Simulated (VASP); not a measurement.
Wanted: the native input for a VASP 6.6.1 run.

```
Task                   : single point
Functional             : PBE
Potentials or basis    : VASP PAW PBE potentials, release 64 (Na_pv, H)
Cutoff                 : 520 eV
k mesh                 : 4 × 4 × 4
Occupations            : fermi-dirac, width 0.02 eV
Spin                   : no spin polarisation
Dipole correction      : no
Further INCAR settings : ALGO = Normal; EDIFF = 1e-06; NBANDS = 11
```

The structure of NaH lies in POSCAR:

```
NaH
1.0
    0.0000000000      2.4400000000      2.4400000000
    2.4400000000      0.0000000000      2.4400000000
    2.4400000000      2.4400000000      0.0000000000
Na H
1 1
Direct
    0.0000000000      0.0000000000      0.0000000000
    0.5000000000      0.5000000000      0.5000000000
```

One way to write it, as run:

INCAR

```
SYSTEM = NaH
PREC     = Accurate       ! precision mode
ENCUT    = 520            ! plane-wave cutoff, eV
EDIFF    = 1E-6           ! SCF threshold, eV
ISMEAR   = -1             ! smearing method
SIGMA    = 0.02           ! smearing width, eV
LREAL    = .False.        ! projectors in reciprocal space
LASPH    = .True.         ! aspherical terms in the spheres
NELM     = 100            ! most SCF steps
ALGO     = Normal         ! electronic algorithm
ISIF     = 2              ! what is computed and relaxed
LWAVE    = .False.        ! write WAVECAR
LCHARG   = .False.        ! write CHGCAR
GGA      = PE             ! functional
NBANDS   = 11             ! bands
```

KPOINTS

```
Automatic mesh
0
Gamma
  4 4 4
  0 0 0
```

Potentials or basis: VASP PAW PBE potentials, release 64 (Na_pv, H).

Command:

```console
$ cat potpaw_PBE.64/Na_pv/POTCAR potpaw_PBE.64/H/POTCAR > POTCAR
$ mpirun -np 1 vasp_std > vasp.out
```

Results of the run:

* Pressure: -0.7 GPa
* Band gap on the k mesh: 3.71 eV, indirect (least direct gap 4.55 eV)

Caveat: the k points lie up to 0.56 Å⁻¹ apart.

Wall time 3.4 s on 1 thread of Intel(R) Xeon(R) 6975P-C (Granite Rapids), with other jobs on the host, peak memory 0.14 GiB.
